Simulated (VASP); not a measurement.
BN: single point with PBE+D3(BJ)

The system is BN, a slab with vacuum.

```
B N
1.0
     2.50643    0.00000    0.00000
    -1.25321    2.17063    0.00000
     0.00000    0.00000   21.61412
B N
3 3
Direct
  0.33333 0.66667 0.34506
  0.66667 0.33333 0.50000
  0.33333 0.66667 0.65494
  0.66667 0.33333 0.34494
  0.33333 0.66667 0.50000
  0.66667 0.33333 0.65506
```

```
Program                : VASP 6.6.1
Task                   : single point
Functional             : PBE
Dispersion             : D3(BJ)
Potentials or basis    : VASP PAW PBE potentials, release 64 (B, N)
Cutoff                 : 520 eV
k mesh                 : 12 × 12 × 1
Occupations            : gaussian, width 0.05 eV
Spin                   : no spin polarisation
Dipole correction      : yes
Further INCAR settings : ALGO = Normal; EDIFF = 1e-06; NBANDS = 21
```

- Largest force: 0.015 eV/Å
- Band gap on the k mesh: 4.37 eV, indirect (least direct gap 4.66 eV)
- Dispersion energy per atom: -0.117 eV

Forces on the atoms (eV/Å):
```
B    0.000  0.000 -0.012
B    0.000  0.000  0.000
B    0.000  0.000  0.012
N    0.000  0.000  0.015
N    0.000  0.000  0.000
N    0.000  0.000 -0.015
```

Levels at points of the mesh, in eV from the valence-band top:
```
           k point  band 8  band 9  band 10  band 11  band 12  band 13  band 14  band 15  band 16  band 17
(0.00, 0.00, 0.00)   -1.36   -1.33    -1.33    -1.33    -1.33     4.86     5.17     6.02     6.92     7.38
(0.50, 0.00, 0.00)   -4.12   -4.11    -1.28    -0.91    -0.59     4.37     4.76     5.30     9.59     9.81
```

It used 230 s of CPU time on 1 thread of AMD EPYC 7R13 Processor (Zen 3) (shared host).
